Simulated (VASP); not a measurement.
# CsH (I4/mmm) in VASP: further runs, part 2 of 2

VASP 6.6.1.

**4. Single point, LDA**

This run uses another cell than the first one, of the same volume but with other edges.

Input file INCAR:

```
PREC = Accurate
ENCUT = 520
EDIFF = 1E-6
ISMEAR = 0
SIGMA = 0.05
LREAL = False
LASPH = True
NELM = 80
ALGO = Normal
ISIF = 2
LWAVE = False
LCHARG = True
LELF = True
LVHAR = True
NBANDS = 12
```

Input file KPOINTS:

```
regular mesh
0
Gamma
  8 8 8
```

Input file POSCAR:

```
CsH
1.0
    0.0000000000      3.4632734098      2.7013532597
    3.4632734098      0.0000000000      2.7013532597
    3.4632734098      3.4632734098      0.0000000000
Cs H
1 1
Direct
    0.0000000000      0.0000000000      0.0000000000
    0.5000000000      0.5000000000      0.5000000000
```

Potentials or basis: VASP PAW LDA potentials, release 64 (Cs_sv, H).

Command:

```sh
$ cat potpaw_LDA.64/Cs_sv/POTCAR potpaw_LDA.64/H/POTCAR > POTCAR
$ mpirun -np 1 vasp_std > vasp.out
```

OUTCAR:

```text
PREC = Accurate
   ENCUT = 520
   EDIFF = 1E-6
   ISMEAR = 0
   LREAL = False
   LASPH = True
   NELM = 80
   ISIF = 2

 ion  position               nearest neighbor table
   1  0.000  0.000  0.000-
   2  0.500  0.500  0.500-

  LATTYP: Found a body centered tetragonal cell.
 ALAT       =     4.8978082263
 C/A-ratio  =     1.1030865787

  Lattice vectors:

 A1 = (   0.0000000000,  -3.4632734098,  -2.7013532597)
 A2 = (   0.0000000000,   3.4632734098,  -2.7013532597)
 A3 = (   3.4632734098,   0.0000000000,   2.7013532597)

Analysis of symmetry for initial positions (statically):
=====================================================================
 Subroutine PRICEL returns:
 Original cell was already a primitive cell.

 Routine SETGRP: Setting up the symmetry group for a
 body centered tetragonal supercell.

 Subroutine GETGRP returns: Found 16 space group operations
 (whereof 16 operations were pure point group operations)
 out of a pool of 16 trial point group operations.

The static configuration has the point symmetry D_4h.

Analysis of symmetry for dynamics (positions and initial velocities):
=====================================================================
 Subroutine PRICEL returns:
 Original cell was already a primitive cell.

 Routine SETGRP: Setting up the symmetry group for a
 body centered tetragonal supercell.

 Subroutine GETGRP returns: Found 16 space group operations
 (whereof 16 operations were pure point group operations)
 out of a pool of 16 trial point group operations.

The dynamic configuration has the point symmetry D_4h.

 Subroutine INISYM returns: Found 16 space group operations
 (whereof 16 operations are pure point group operations),
 and found     1 'primitive' translations

----------------------------------------------------------------------------------------

                                     Primitive cell

  volume of cell :      64.8015

  direct lattice vectors                    reciprocal lattice vectors
     0.000000000  3.463273410  2.701353260    -0.144372084  0.144372084  0.185092416
     3.463273410  0.000000000  2.701353260     0.144372084 -0.144372084  0.185092416
     3.463273410  3.463273410  0.000000000     0.144372084  0.144372084 -0.185092416

  length of vectors
     4.392217224  4.392217224  4.897808226     0.275582655  0.275582655  0.275582655

  position of ions in fractional coordinates (direct lattice)
     0.000000000  0.000000000  0.000000000
     0.500000000  0.500000000  0.500000000

  ion indices of the primitive-cell ions
   primitive index   ion index
                 1           1
                 2           2

----------------------------------------------------------------------------------------

 KPOINTS: regular mesh

Automatic generation of k-mesh.
 Grid dimensions read from file:
 generate k-points for:    8    8    8

 Generating k-lattice:

  Cartesian coordinates                     Fractional coordinates (reciprocal lattice)
    -0.018046511  0.018046511  0.023136552     0.125000000 -0.000000000  0.000000000
     0.018046511 -0.018046511  0.023136552    -0.000000000  0.125000000  0.000000000
     0.018046511  0.018046511 -0.023136552     0.000000000  0.000000000  0.125000000

  Length of vectors
     0.034447832  0.034447832  0.034447832

  Shift w.r.t. Gamma in fractional coordinates (k-lattice)
     0.000000000  0.000000000  0.000000000

 Subroutine IBZKPT returns following result:
 ===========================================

 Found     59 irreducible k-points:

 Following reciprocal coordinates:
            Coordinates               Weight
  0.000000  0.000000  0.000000      1.000000
  0.125000  0.000000  0.000000      8.000000
  0.250000  0.000000  0.000000      8.000000
  0.375000  0.000000  0.000000      8.000000
  0.500000  0.000000  0.000000      4.000000
  0.125000  0.125000  0.000000      2.000000
[... 16 lines left out ...]
  0.250000  0.000000  0.125000     16.000000
  0.375000  0.000000  0.125000     16.000000
 [... further k-points ...]
   k-points           NKPTS =     59   k-points in BZ     NKDIM =     59   number of bands    NBANDS=     12
   number of dos      NEDOS =    301   number of ions     NIONS =      2
   total plane-waves  NPLWV =  46656
   dimension x,y,z NGX =    36 NGY =   36 NGZ =   36
   dimension x,y,z NGXF=    72 NGYF=   72 NGZF=   72
   ions per type =               1   1
   NGX,Y,Z   is equivalent  to a cutoff of  13.63, 13.63, 12.22 a.u.
   NGXF,Y,Z  is equivalent  to a cutoff of  27.25, 27.25, 24.44 a.u.
 SYSTEM =  unknown system
   PREC   = accura    normal or accurate (medium, high low for compatibility)
   ISTART =      0    job   : 0-new  1-cont  2-samecut
   ICHARG =      2    charge: 1-file 2-atom 10-const
   ISPIN  =      1    spin polarized calculation?
   LNONCOLLINEAR =      F non collinear calculations
   LSORBIT =      F    spin-orbit coupling
   LASPH  =      T    aspherical Exc in radial PAW
   ENCUT  =  520.0 eV  38.22 Ry    6.18 a.u.   8.17  8.17  9.11*2*pi/ulx,y,z
   NELM   =     80;   NELMIN=  2; NELMDL= -5     # of ELM steps
   EDIFF  = 0.1E-05   stopping-criterion for ELM
   LREAL  =      F    real-space projection
   EDIFFG = 0.1E-04   stopping-criterion for IOM
   NSW    =      0    number of steps for IOM
   IBRION =     -1    ionic relax: 0-MD 1-quasi-New 2-CG
   NFREE  =      0    steps in history (QN), initial steepest desc. (CG)
   ISIF   =      2    stress and relaxation
   ISYM   =      2    0-nonsym 1-usesym 2-fastsym
   POTIM  = 0.5000    time-step for ionic-motion
   TEBEG  =    0.0;   TEEND  =   0.0 temperature during run
   PSTRESS=    0.0 pullay stress
   NELECT =      10.0000    total number of electrons
   NUPDOWN=      -1.0000    fix difference up-down
   EMIN   =  10.00;   EMAX   =-10.00  energy-range for DOS
   EFERMI =   0.00;   METHOD = LEGACY
   ISMEAR =     0;   SIGMA  =   0.05  broadening in eV -4-tet -1-fermi 0-gaus
   EFERMI_NEDOS =   21; number of points for ismear=-14 and -15
   IALGO  =     38    algorithm
   IMIX   =      4    mixing-type and parameters
     AMIX     =   0.40;   BMIX     =  1.00
     AMIX_MAG =   1.60;   BMIX_MAG =  1.00
  volume/ion in A,a.u.               =      32.40       218.65
  Fermi-wavevector in a.u.,A,eV,Ry     =   0.878105  1.659378 10.491026  0.771069
  Thomas-Fermi vector in A             =   1.998146
   LORBIT       =      0    0 simple, 1 ext, 2 COOP (PROOUT), +10 PAW based schemes
   GGA     = CA    functional components
   LHFCALC =     F    Hartree Fock is set to
   AEXX    =    0.0000 exact exchange contribution
   IVDW    =     0    specifies the selected vdW correction
   LEPSILON=     F    determine dielectric tensor
   LRPA    =     F    only Hartree local field effects (RPA)
 non-spin polarized calculation
 Gauss-broadening in eV      SIGMA  =   0.05
  energy-cutoff  :      520.00
  volume of cell :       64.80
 maximum number of plane-waves:      1766
 NGX is ok and might be reduce to    36

 number of electron      10.0000000 magnetization

 Free energy of the ion-electron system (eV)
  ---------------------------------------------------
  ext. energy  EPLUGINS =         0.00000000
  ---------------------------------------------------
  free energy    TOTEN  =        -4.67485169 eV

  energy without entropy =       -4.67485169  energy(sigma->0) =       -4.67485169

 E-fermi :   0.6142     XC(G=0):  -7.4720

 val. band max:        0.4038455314   @ k =   0.5000   0.0000   0.0000
 cond. band min:       1.9688589823   @ k =   0.5000   0.0000   0.0000
 fundamental gap:      1.5650134509
 Fermi energy:         0.6142273978

 k-point     1 :       0.0000    0.0000    0.0000
  band No.  band energies     occupation
      1     -21.3168      2.00000
      2      -7.8291      2.00000
      3      -7.8291      2.00000
      4      -7.6783      2.00000
      5      -1.7951      2.00000
      6       4.2272      0.00000
      7       4.9763      0.00000
      8       4.9763      0.00000
      9       5.5281      0.00000
     10       6.0244      0.00000
     11       8.7442      0.00000
     12       8.7442      0.00000
[... 331 lines left out ...]
 k-point    24 :       0.3750    0.0000    0.1250
  band No.  band energies     occupation
      1     -21.2509      2.00000
      2      -8.4398      2.00000
      3      -8.0016      2.00000
      4      -7.8128      2.00000
      5      -0.5215      2.00000
      6       2.7709      0.00000
      7       4.0798      0.00000
      8       5.5288      0.00000
      9       6.7935      0.00000
     10       7.1302      0.00000
     11       8.3488      0.00000
     12      10.1188      0.00000

 [... further k-points ...]
[... 5 lines left out ...]
  --------------------------------------------------------------------------------------
  -------------------------------------------------------------------------------------
  Total       -0.8268805     -0.8268805      2.2854979      0.0000000      0.0000000     -0.0000000
  in kB      -20.4441190    -20.4441190     56.5075495      0.0000000      0.0000000     -0.0000000
  external PRESSURE =       5.2064372 kB  Pullay stress =       0.0000000 kB

 VOLUME and BASIS-vectors are now :
 -----------------------------------------------------------------------------
  energy-cutoff  :      520.00
  volume of cell :       64.80
      direct lattice vectors                 reciprocal lattice vectors
     0.000000000  3.463273410  2.701353260    -0.144372084  0.144372084  0.185092416
     3.463273410  0.000000000  2.701353260     0.144372084 -0.144372084  0.185092416
     3.463273410  3.463273410  0.000000000     0.144372084  0.144372084 -0.185092416

 POSITION                                       TOTAL-FORCE (eV/Angst)
 -----------------------------------------------------------------------------------
      0.00000      0.00000      0.00000         0.000000      0.000000     -0.000000
      3.46327      3.46327      2.70135        -0.000000      0.000000      0.000000
 -----------------------------------------------------------------------------------
    total drift:                               -0.000000      0.000000      0.000000

  FREE ENERGIE OF THE ION-ELECTRON SYSTEM (eV)
  ---------------------------------------------------
  free  energy   TOTEN  =        -4.6748516854 eV

  energy  without entropy=       -4.6748516854  energy(sigma->0) =       -4.67485169
```

Wall time 15 s (1 thread of Intel Xeon 6975P-C (Granite Rapids), shared host); peak memory 0.19 GiB.

What came out:

```
Free energy            : -4.6749 eV
Pressure               : 0.5 GPa
Band gap on the k mesh : 1.57 eV, direct
```

Stress tensor (GPa, compression positive):
```
-2.04  0.00  0.00
 0.00 -2.04  0.00
 0.00  0.00  5.65
```

Levels at points of the mesh, in eV from the valence-band top:
```
           k point  band 2  band 3  band 4  band 5  band 6  band 7  band 8  band 9
(0.00, 0.00, 0.00)   -8.23   -8.23   -8.08   -2.20    3.82    4.57    4.57    5.12
(0.50, 0.00, 0.00)   -9.09   -8.45   -8.19    0.00    1.57    3.42    5.45    6.34
(0.50, 0.50, 0.00)   -8.73   -8.71   -8.71   -1.65    2.06    6.53    6.92    6.92
(0.50, 0.00, 0.50)   -9.02   -8.37   -8.30   -1.65    3.04    4.29    5.79    7.25
```

Caveat: spin-orbit coupling is left out, which moves the levels of the heavy elements.

**5. Summary**

| cell | gap on the mesh (eV) | pressure (GPa) |
| --- | --- | --- |
| a = 4.417, b = 4.417, c = 4.759 Å, angles 57.4, 57.4, 65.2°, 2 atoms | 1.79 | -0.5 |
| a = 4.686, b = 4.686, c = 4.243 Å, angles 63.1, 63.1, 53.8°, 2 atoms | 1.80 | -0.5 |
| a = 4.392, b = 4.392, c = 4.898 Å, angles 56.1, 56.1, 67.8°, 2 atoms | 1.57 | 0.5 |

Alike in all rows: task single point; level LDA; potentials or basis VASP PAW LDA potentials, release 64 (Cs_sv, H); no spin polarisation; k mesh 8 × 8 × 8; cutoff (eV) 520; smearing gaussian 0.05 eV.

Caveats: spin-orbit coupling is left out, which moves the levels of the heavy elements.

Absolute energies hang on the potentials; compare differences alone.
